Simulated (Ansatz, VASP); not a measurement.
One calculation of GaAs, two programs

Contents of INCAR:

```
SYSTEM = GaAs
PREC = Accurate
ENCUT = 520
EDIFF = 1E-6
ISMEAR = -1
SIGMA = 0.05
LREAL = .False.
LASPH = .True.
NELM = 100
ALGO = Normal
ISIF = 2
LWAVE = .False.
LCHARG = .True.
GGA = PS
LELF = .True.
LVHAR = .True.
NBANDS = 16
```

The input KPOINTS:

```
Automatic mesh
0
Gamma
  6 6 6
  0 0 0
```

File POSCAR:

```
GaAs
1.0
    0.0000000000      2.8268500000      2.8268500000
    2.8268500000      0.0000000000      2.8268500000
    2.8268500000      2.8268500000      0.0000000000
Ga As
1 1
Direct
    0.0000000000      0.0000000000      0.0000000000
    0.2500000000      0.2500000000      0.2500000000
```

Input for Ansatz:

```yaml
crystal:
  lattice:
    - [0.0, 2.82685, 2.82685]
    - [2.82685, 0.0, 2.82685]
    - [2.82685, 2.82685, 0.0]
  atoms:
    - { symbol: Ga, position: [0.0, 0.0, 0.0] }
    - { symbol: As, position: [0.25, 0.25, 0.25] }
kpoints:
  mp_grid:
    grid: [6, 6, 6]
hamiltonian:
  xc: pbesol
  pseudopotentials:
    kind: paw
scf:
  occupations:
    method: fermi_dirac
    width: 0.05
output:
  stress: true
```

Alike in both runs: task single point; functional PBEsol; k mesh 6 × 6 × 6; occupations fermi-dirac, width 0.05 eV; no spin polarisation.

```csv
,VASP,Ansatz
version,VASP 6.6.1,Ansatz 0.2.0
potentials or method,"VASP PAW PBE potentials, release 64 (Ga_d, As)","plane waves, PAW"
plane-wave cutoff (eV),520,420
valence electrons in the cell,18,28
```

VASP gave:

* pressure (GPa): 0.3

Question: What did Ansatz give for the same quantities?

Answer: Pressure (GPa): 0.2.

VASP's potentials were made for PBE, not for PBEsol. With one functional, cell and mesh, what is left measures potentials, basis and numerics. VASP's potentials hold 18 valence electrons a cell and Ansatz's 28, so a difference there can come from the potentials and not from the codes.
